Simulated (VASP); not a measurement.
# TaO4H3 (Ta(O)(OH)3) in VASP: a series of runs

The runs below take TaO4H3 (Ta(O)(OH)3) through single point, with PBE.

Everything below comes from runs of VASP 6.6.1. Logs are shortened: lines on timing, memory, paths and dates and some standing lists are left out, and cuts for length are marked.

## 1. The cell of the first run

The cell holds a molecule in a box, 8 atoms: a = 12.500 Å, b = 13.530 Å, c = 11.480 Å, α = 90.00°, β = 90.00°, γ = 90.00°.

## 2. Single point, PBE

INCAR reads:

```
PREC = Accurate ; ENCUT = 520
EDIFF = 1E-6 ; ISMEAR = 0
SIGMA = 0.01 ; LREAL = False
LASPH = True ; NELM = 80
ALGO = Normal ; ISIF = 2
LWAVE = False ; LCHARG = True
GGA = PE ; LELF = True
LVHAR = True ; NBANDS = 29
```

KPOINTS reads:

```
regular mesh
0
Gamma
  1 1 1
```

POSCAR reads:

```
TaH3O4
1.0
   12.5000000000      0.0000000000      0.0000000000
    0.0000000000     13.5300000000      0.0000000000
    0.0000000000      0.0000000000     11.4800000000
Ta O H
1 4 3
Direct
    0.5484000000      0.5001093900      0.4780435500
    0.6200904000      0.5001093900      0.6083501700
    0.5876456000      0.6168019200      0.3919860600
    0.3975120000      0.5001093900      0.5124512200
    0.5876456000      0.3834161100      0.3919860600
    0.6397160000      0.6676238000      0.4110174200
    0.3600000000      0.5001093900      0.5865470400
    0.6397160000      0.3325942400      0.4110174200
```

Potentials or basis: VASP PAW PBE potentials, release 64 (Ta_pv, O, H).

The run is started by

```
> cat potpaw_PBE.64/Ta_pv/POTCAR potpaw_PBE.64/O/POTCAR potpaw_PBE.64/H/POTCAR > POTCAR
> mpirun -np 1 vasp_gam > vasp.out
```

OUTCAR:

```text
PREC = Accurate
   ENCUT = 520
   EDIFF = 1E-6
   ISMEAR = 0
   LREAL = False
   LASPH = True
   NELM = 80
   ISIF = 2
   GGA = PE

 ion  position               nearest neighbor table
   1  0.548  0.500  0.478-   2 1.74   3 1.93   5 1.93   4 1.93
   2  0.620  0.500  0.608-   1 1.74
   3  0.588  0.617  0.392-   6 0.97   1 1.93
   4  0.398  0.500  0.512-   7 0.97   1 1.93
   5  0.588  0.383  0.392-   8 0.97   1 1.93
   6  0.640  0.668  0.411-   3 0.97
   7  0.360  0.500  0.587-   4 0.97
   8  0.640  0.333  0.411-   5 0.97

  LATTYP: Found a simple orthorhombic cell.
 ALAT       =    11.4800000000
 B/A-ratio  =     1.0888501742
 C/A-ratio  =     1.1785714286

  Lattice vectors:

 A1 = (   0.0000000000,   0.0000000000,  11.4800000000)
 A2 = (  12.5000000000,   0.0000000000,   0.0000000000)
 A3 = (   0.0000000000,  13.5300000000,   0.0000000000)

Analysis of symmetry for initial positions (statically):
=====================================================================
 Subroutine PRICEL returns:
 Original cell was already a primitive cell.

 Routine SETGRP: Setting up the symmetry group for a
 simple orthorhombic supercell.

 Subroutine GETGRP returns: Found  2 space group operations
 (whereof  1 operations were pure point group operations)
 out of a pool of  8 trial point group operations.

The static configuration has the point symmetry C_1 .
 The point group associated with its full space group is C_1h.

Analysis of symmetry for dynamics (positions and initial velocities):
=====================================================================
 Subroutine PRICEL returns:
 Original cell was already a primitive cell.

 Routine SETGRP: Setting up the symmetry group for a
 simple orthorhombic supercell.

 Subroutine GETGRP returns: Found  2 space group operations
 (whereof  1 operations were pure point group operations)
 out of a pool of  8 trial point group operations.

The dynamic configuration has the point symmetry C_1 .
 The point group associated with its full space group is C_1h.

 Subroutine INISYM returns: Found  2 space group operations
 (whereof  1 operations are pure point group operations),
 and found     1 'primitive' translations

[... 84 lines left out ...]
   EDIFFG = 0.1E-04   stopping-criterion for IOM
   NSW    =      0    number of steps for IOM
   IBRION =     -1    ionic relax: 0-MD 1-quasi-New 2-CG
   NFREE  =      0    steps in history (QN), initial steepest desc. (CG)
   ISIF   =      2    stress and relaxation
   ISYM   =      2    0-nonsym 1-usesym 2-fastsym
   POTIM  = 0.5000    time-step for ionic-motion
   TEBEG  =    0.0;   TEEND  =   0.0 temperature during run
   PSTRESS=    0.0 pullay stress
   NELECT =      38.0000    total number of electrons
   NUPDOWN=      -1.0000    fix difference up-down
   EMIN   =  10.00;   EMAX   =-10.00  energy-range for DOS
   EFERMI =   0.00;   METHOD = LEGACY
   ISMEAR =     0;   SIGMA  =   0.01  broadening in eV -4-tet -1-fermi 0-gaus
   EFERMI_NEDOS =   21; number of points for ismear=-14 and -15
   IALGO  =     38    algorithm
   IMIX   =      4    mixing-type and parameters
     AMIX     =   0.40;   BMIX     =  1.00
     AMIX_MAG =   1.60;   BMIX_MAG =  1.00
  volume/ion in A,a.u.               =     242.69      1637.78
  Fermi-wavevector in a.u.,A,eV,Ry     =   0.441184  0.833716  2.648280  0.194643
  Thomas-Fermi vector in A             =   1.416327
   LORBIT       =      0    0 simple, 1 ext, 2 COOP (PROOUT), +10 PAW based schemes
   GGA     = PE    functional components
   LHFCALC =     F    Hartree Fock is set to
   AEXX    =    0.0000 exact exchange contribution
   IVDW    =     0    specifies the selected vdW correction
   LEPSILON=     F    determine dielectric tensor
   LRPA    =     F    only Hartree local field effects (RPA)
 non-spin polarized calculation
 Gauss-broadening in eV      SIGMA  =   0.01
  energy-cutoff  :      520.00
  volume of cell :     1941.56
 maximum number of plane-waves:     26150
 NGX is ok and might be reduce to    96
   NGX = 47   NGY = 51   NGZ = 43

 number of electron      37.9999996 magnetization

 Free energy of the ion-electron system (eV)
  ---------------------------------------------------
  ext. energy  EPLUGINS =         0.00000000
  ---------------------------------------------------
  free energy    TOTEN  =       -54.26028832 eV

  energy without entropy =      -54.26028832  energy(sigma->0) =      -54.26028832

 E-fermi :  -7.3976     XC(G=0):  -0.8147

 val. band max:       -7.4523483188   @ k =   0.0000   0.0000   0.0000
 cond. band min:      -1.1444391997   @ k =   0.0000   0.0000   0.0000
 fundamental gap:      6.3079091191
 Fermi energy:        -7.3976324455

 k-point     1 :       0.0000    0.0000    0.0000
  band No.  band energies     occupation
      1     -40.0814      2.00000
      2     -39.8938      2.00000
      3     -39.8864      2.00000
      4     -24.4816      2.00000
      5     -24.2162      2.00000
      6     -24.2119      2.00000
[... 21 lines left out ...]
     28       0.4464      0.00000
     29       0.8330      0.00000

------------------------ aborting loop because EDIFF is reached ----------------------------------------

  FORCE on cell =-STRESS in cart. coord.  units (eV):
  Direction    XX          YY          ZZ          XY          YZ          ZX
  --------------------------------------------------------------------------------------
  -------------------------------------------------------------------------------------
  Total       -1.0333700     -0.9674335     -0.6221087      0.0000000      0.0000000      0.2315610
  in kB       -0.8527402     -0.7983291     -0.5133661      0.0000000      0.0000000      0.1910849
  external PRESSURE =      -0.7214785 kB  Pullay stress =       0.0000000 kB

 VOLUME and BASIS-vectors are now :
 -----------------------------------------------------------------------------
  energy-cutoff  :      520.00
  volume of cell :     1941.56
      direct lattice vectors                 reciprocal lattice vectors
    12.500000000  0.000000000  0.000000000     0.080000000  0.000000000  0.000000000
     0.000000000 13.530000000  0.000000000     0.000000000  0.073909830  0.000000000
     0.000000000  0.000000000 11.480000000     0.000000000  0.000000000  0.087108014

 POSITION                                       TOTAL-FORCE (eV/Angst)
 -----------------------------------------------------------------------------------
      6.85500      6.76648      5.48794         0.172422      0.000000      0.195271
      7.75113      6.76648      6.98386        -0.122490      0.000000     -0.156175
      7.34557      8.34533      4.50000        -0.018919     -0.047744      0.038248
      4.96890      6.76648      5.88294         0.084559      0.000000     -0.018980
      7.34557      5.18762      4.50000        -0.018919      0.047744      0.038248
      7.99645      9.03295      4.71848        -0.116728     -0.148442      0.009932
      4.50000      6.76648      6.73356         0.136803      0.000000     -0.116476
      7.99645      4.50000      4.71848        -0.116728      0.148442      0.009932
 -----------------------------------------------------------------------------------
    total drift:                                0.000314      0.012773     -0.000458

  FREE ENERGIE OF THE ION-ELECTRON SYSTEM (eV)
  ---------------------------------------------------
  free  energy   TOTEN  =       -54.2602883151 eV

  energy  without entropy=      -54.2602883151  energy(sigma->0) =      -54.26028832
```

It took 2.3 min on 1 thread of Intel Xeon 6975P-C (Granite Rapids), shared host; peak memory 1.5 GiB.

Results:

```yaml
Free_energy: -54.2603 eV
Largest_force: 0.260 eV/Å
Gap_between_the_frontier_levels: 6.31 eV
```

Forces on the atoms (eV/Å):
```
Ta   0.172  0.000  0.195
O   -0.122  0.000 -0.156
O   -0.019 -0.048  0.038
O    0.085  0.000 -0.019
O   -0.019  0.048  0.038
H   -0.117 -0.148  0.010
H    0.137  0.000 -0.116
H   -0.117  0.148  0.010
```

Caveat: spin-orbit coupling is left out, which moves the levels of the heavy elements.

## 3. Single point, PBE

INCAR reads:

```
PREC = Accurate ; ENCUT = 520
EDIFF = 1E-6 ; ISMEAR = 0
SIGMA = 0.01 ; LREAL = False
LASPH = True ; NELM = 120
ALGO = Normal ; ISIF = 2
LWAVE = False ; LCHARG = True
GGA = PE ; LELF = True
LVHAR = True ; NBANDS = 30
GGA_COMPAT = False ; NELMDL = -8
```

KPOINTS is that of step 2.

POSCAR is that of step 2.

Potentials or basis: VASP PAW PBE potentials, release 64 (Ta_sv_GW, O, H).

The run is started by

```
> cat potpaw_PBE.64/Ta_sv_GW/POTCAR potpaw_PBE.64/O/POTCAR potpaw_PBE.64/H/POTCAR > POTCAR
> mpirun -np 1 vasp_gam > vasp.out
```

OUTCAR:

```text
PREC = Accurate
   ENCUT = 520
   EDIFF = 1E-6
   ISMEAR = 0
   LREAL = False
   LASPH = True
   NELM = 120
   ISIF = 2
   GGA = PE
   NELMDL = -8

 ion  position               nearest neighbor table
   1  0.548  0.500  0.478-   2 1.74   3 1.93   5 1.93   4 1.93
   2  0.620  0.500  0.608-   1 1.74
   3  0.588  0.617  0.392-   6 0.97   1 1.93
   4  0.398  0.500  0.512-   7 0.97   1 1.93
   5  0.588  0.383  0.392-   8 0.97   1 1.93
   6  0.640  0.668  0.411-   3 0.97
   7  0.360  0.500  0.587-   4 0.97
   8  0.640  0.333  0.411-   5 0.97

  LATTYP: Found a simple orthorhombic cell.
 ALAT       =    11.4800000000
 B/A-ratio  =     1.0888501742
 C/A-ratio  =     1.1785714286

  Lattice vectors:

 A1 = (   0.0000000000,   0.0000000000,  11.4800000000)
 A2 = (  12.5000000000,   0.0000000000,   0.0000000000)
 A3 = (   0.0000000000,  13.5300000000,   0.0000000000)

Analysis of symmetry for initial positions (statically):
=====================================================================
 Subroutine PRICEL returns:
 Original cell was already a primitive cell.

 Routine SETGRP: Setting up the symmetry group for a
 simple orthorhombic supercell.

 Subroutine GETGRP returns: Found  2 space group operations
 (whereof  1 operations were pure point group operations)
 out of a pool of  8 trial point group operations.

The static configuration has the point symmetry C_1 .
 The point group associated with its full space group is C_1h.

Analysis of symmetry for dynamics (positions and initial velocities):
=====================================================================
 Subroutine PRICEL returns:
 Original cell was already a primitive cell.

 Routine SETGRP: Setting up the symmetry group for a
 simple orthorhombic supercell.

 Subroutine GETGRP returns: Found  2 space group operations
 (whereof  1 operations were pure point group operations)
 out of a pool of  8 trial point group operations.

The dynamic configuration has the point symmetry C_1 .
 The point group associated with its full space group is C_1h.

 Subroutine INISYM returns: Found  2 space group operations
 (whereof  1 operations are pure point group operations),
 and found     1 'primitive' translations

----------------------------------------------------------------------------------------

                                     Primitive cell

  volume of cell :    1941.5550

  direct lattice vectors                    reciprocal lattice vectors
    12.500000000  0.000000000  0.000000000     0.080000000  0.000000000  0.000000000
     0.000000000 13.530000000  0.000000000     0.000000000  0.073909830  0.000000000
     0.000000000  0.000000000 11.480000000     0.000000000  0.000000000  0.087108014

  length of vectors
    12.500000000 13.530000000 11.480000000     0.080000000  0.073909830  0.087108014

  position of ions in fractional coordinates (direct lattice)
     0.548400000  0.500109390  0.478043550
     0.620090400  0.500109390  0.608350170
     0.587645600  0.616801920  0.391986060
     0.397512000  0.500109390  0.512451220
     0.587645600  0.383416110  0.391986060
     0.639716000  0.667623800  0.411017420
     0.360000000  0.500109390  0.586547040
     0.639716000  0.332594240  0.411017420

  ion indices of the primitive-cell ions
   primitive index   ion index
                 1           1
                 2           2
                 3           3
                 4           4
                 5           5
                 6           6
                 7           7
                 8           8

----------------------------------------------------------------------------------------

 KPOINTS: regular mesh

Automatic generation of k-mesh.
 Grid dimensions read from file:
 generate k-points for:    1    1    1

 Generating k-lattice:

  Cartesian coordinates                     Fractional coordinates (reciprocal lattice)
     0.080000000  0.000000000  0.000000000     1.000000000  0.000000000  0.000000000
     0.000000000  0.073909830  0.000000000     0.000000000  1.000000000  0.000000000
     0.000000000  0.000000000  0.087108014     0.000000000  0.000000000  1.000000000

  Length of vectors
     0.080000000  0.073909830  0.087108014

  Shift w.r.t. Gamma in fractional coordinates (k-lattice)
     0.000000000  0.000000000  0.000000000

 Subroutine IBZKPT returns following result:
 ===========================================

 Found      1 irreducible k-points:

 Following reciprocal coordinates:
            Coordinates               Weight
  0.000000  0.000000  0.000000      1.000000
   k-points           NKPTS =      1   k-points in BZ     NKDIM =      1   number of bands    NBANDS=     30
   number of dos      NEDOS =    301   number of ions     NIONS =      8
   total plane-waves  NPLWV = 933120
   dimension x,y,z NGX =    96 NGY =  108 NGZ =   90
   dimension x,y,z NGXF=   192 NGYF=  216 NGZF=  180
   ions per type =               1   4   3
   NGX,Y,Z   is equivalent  to a cutoff of  12.77, 13.27, 13.03 a.u.
   NGXF,Y,Z  is equivalent  to a cutoff of  25.54, 26.54, 26.07 a.u.
 SYSTEM =  unknown system
   PREC   = accura    normal or accurate (medium, high low for compatibility)
   ISTART =      0    job   : 0-new  1-cont  2-samecut
   ICHARG =      2    charge: 1-file 2-atom 10-const
   ISPIN  =      1    spin polarized calculation?
   LNONCOLLINEAR =      F non collinear calculations
   LSORBIT =      F    spin-orbit coupling
   LASPH  =      T    aspherical Exc in radial PAW
   ENCUT  =  520.0 eV  38.22 Ry    6.18 a.u.  23.24 25.16 21.35*2*pi/ulx,y,z
   NELM   =    120;   NELMIN=  2; NELMDL= -8     # of ELM steps
   EDIFF  = 0.1E-05   stopping-criterion for ELM
   LREAL  =      F    real-space projection
   EDIFFG = 0.1E-04   stopping-criterion for IOM
   NSW    =      0    number of steps for IOM
   IBRION =     -1    ionic relax: 0-MD 1-quasi-New 2-CG
   NFREE  =      0    steps in history (QN), initial steepest desc. (CG)
   ISIF   =      2    stress and relaxation
   ISYM   =      2    0-nonsym 1-usesym 2-fastsym
   POTIM  = 0.5000    time-step for ionic-motion
   TEBEG  =    0.0;   TEEND  =   0.0 temperature during run
   PSTRESS=    0.0 pullay stress
   NELECT =      40.0000    total number of electrons
   NUPDOWN=      -1.0000    fix difference up-down
   EMIN   =  10.00;   EMAX   =-10.00  energy-range for DOS
   EFERMI =   0.00;   METHOD = LEGACY
   ISMEAR =     0;   SIGMA  =   0.01  broadening in eV -4-tet -1-fermi 0-gaus
   EFERMI_NEDOS =   21; number of points for ismear=-14 and -15
   IALGO  =     38    algorithm
   IMIX   =      4    mixing-type and parameters
     AMIX     =   0.40;   BMIX     =  1.00
     AMIX_MAG =   1.60;   BMIX_MAG =  1.00
  volume/ion in A,a.u.               =     242.69      1637.78
  Fermi-wavevector in a.u.,A,eV,Ry     =   0.448792  0.848094  2.740405  0.201414
  Thomas-Fermi vector in A             =   1.428487
   LORBIT       =      0    0 simple, 1 ext, 2 COOP (PROOUT), +10 PAW based schemes
   GGA     = PE    functional components
   LHFCALC =     F    Hartree Fock is set to
   AEXX    =    0.0000 exact exchange contribution
   IVDW    =     0    specifies the selected vdW correction
   LEPSILON=     F    determine dielectric tensor
   LRPA    =     F    only Hartree local field effects (RPA)
 non-spin polarized calculation
 Gauss-broadening in eV      SIGMA  =   0.01
  energy-cutoff  :      520.00
  volume of cell :     1941.56
 maximum number of plane-waves:     26150
 NGX is ok and might be reduce to    96
   NGX = 47   NGY = 51   NGZ = 43

 number of electron      39.9999994 magnetization

 Free energy of the ion-electron system (eV)
  ---------------------------------------------------
  ext. energy  EPLUGINS =         0.00000000
  ---------------------------------------------------
  free energy    TOTEN  =       -56.82421697 eV

  energy without entropy =      -56.82421697  energy(sigma->0) =      -56.82421697

 E-fermi :  -7.2965     XC(G=0):  -0.8195

 val. band max:       -7.4053797455   @ k =   0.0000   0.0000   0.0000
 cond. band min:      -1.1020203956   @ k =   0.0000   0.0000   0.0000
 fundamental gap:      6.3033593499
 Fermi energy:        -7.2964932025

 k-point     1 :       0.0000    0.0000    0.0000
  band No.  band energies     occupation
      1     -73.1730      2.00000
      2     -39.9866      2.00000
      3     -39.8000      2.00000
      4     -39.7934      2.00000
      5     -24.4273      2.00000
      6     -24.1703      2.00000
[... 22 lines left out ...]
     29       0.4899      0.00000
     30       0.8802      0.00000

------------------------ aborting loop because EDIFF is reached ----------------------------------------

  FORCE on cell =-STRESS in cart. coord.  units (eV):
  Direction    XX          YY          ZZ          XY          YZ          ZX
  --------------------------------------------------------------------------------------
  -------------------------------------------------------------------------------------
  Total       -1.2681328     -1.1666616     -0.9125290      0.0000000      0.0000000      0.1764962
  in kB       -1.0464672     -0.9627328     -0.7530218      0.0000000      0.0000000      0.1456452
  external PRESSURE =      -0.9207406 kB  Pullay stress =       0.0000000 kB

 VOLUME and BASIS-vectors are now :
 -----------------------------------------------------------------------------
  energy-cutoff  :      520.00
  volume of cell :     1941.56
      direct lattice vectors                 reciprocal lattice vectors
    12.500000000  0.000000000  0.000000000     0.080000000  0.000000000  0.000000000
     0.000000000 13.530000000  0.000000000     0.000000000  0.073909830  0.000000000
     0.000000000  0.000000000 11.480000000     0.000000000  0.000000000  0.087108014

 POSITION                                       TOTAL-FORCE (eV/Angst)
 -----------------------------------------------------------------------------------
      6.85500      6.76648      5.48794         0.220332      0.000000      0.274880
      7.75113      6.76648      6.98386        -0.188690      0.000000     -0.266557
      7.34557      8.34533      4.50000        -0.031611     -0.086272      0.061146
      4.96890      6.76648      5.88294         0.130172      0.000000     -0.030131
      7.34557      5.18762      4.50000        -0.031611      0.086272      0.061146
      7.99645      9.03295      4.71848        -0.117147     -0.148008      0.008500
      4.50000      6.76648      6.73356         0.135702      0.000000     -0.117483
      7.99645      4.50000      4.71848        -0.117147      0.148008      0.008500
 -----------------------------------------------------------------------------------
    total drift:                               -0.000108      0.012533     -0.000358

  FREE ENERGIE OF THE ION-ELECTRON SYSTEM (eV)
  ---------------------------------------------------
  free  energy   TOTEN  =       -56.8242169655 eV

  energy  without entropy=      -56.8242169655  energy(sigma->0) =      -56.82421697
```

Wall time 5.2 min (1 thread of Intel Xeon Platinum 8259CL at 2.50GHz (Skylake/Cascade Lake), shared host); peak memory 1.4 GiB.

Results:

| Item | Value |
| --- | --- |
| Free energy | -56.8242 eV |
| Largest force | 0.352 eV/Å |
| Gap between the frontier levels | 6.30 eV |

Forces on the atoms (eV/Å):
```
Ta   0.220  0.000  0.275
O   -0.189  0.000 -0.267
O   -0.032 -0.086  0.061
O    0.130  0.000 -0.030
O   -0.032  0.086  0.061
H   -0.117 -0.148  0.009
H    0.136  0.000 -0.117
H   -0.117  0.148  0.009
```

Caveat: spin-orbit coupling is left out, which moves the levels of the heavy elements.
